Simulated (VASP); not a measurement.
Input of a VASP 6.6.1 run:

INCAR

```
ALGO = Normal
EDIFF = 1E-6
ENCUT = 500
GGA = CA
GGA_COMPAT = F
ISIF = 2
ISMEAR = 0
LASPH = T
LCHARG = F
LREAL = F
LWAVE = F
NBANDS = 15
NELM = 120
PREC = Accurate
SIGMA = 0.1
```

KPOINTS

```
k-points
0
Gamma
  12 12 12
```

POSCAR

```
Al2Pt
1.0
    0.0000000000      2.9267836222      2.9267836222
    2.9267836222      0.0000000000      2.9267836222
    2.9267836222      2.9267836222      0.0000000000
Al Pt
2 1
Direct
    0.2500000000      0.2500000000      0.2500000000
    0.7500000000      0.7500000000      0.7500000000
    0.0000000000      0.0000000000      0.0000000000
```

Potentials or basis: VASP PAW LDA potentials, release 64 (Al, Pt).

Command:

```bash
$ cat potpaw_LDA.64/Al/POTCAR potpaw_LDA.64/Pt/POTCAR > POTCAR
$ mpirun -np 1 vasp_std > vasp.out
```

(1) Estimate the pressure.

(2) What does it give for the band gap on the k mesh?

## Answers

(1) 0.4 GPa.

(2) zero (band 8 reaches 11.90 eV, above the bottom of band 9 at 6.41 eV).

Caveat: spin-orbit coupling is left out, which moves the levels of the heavy elements.
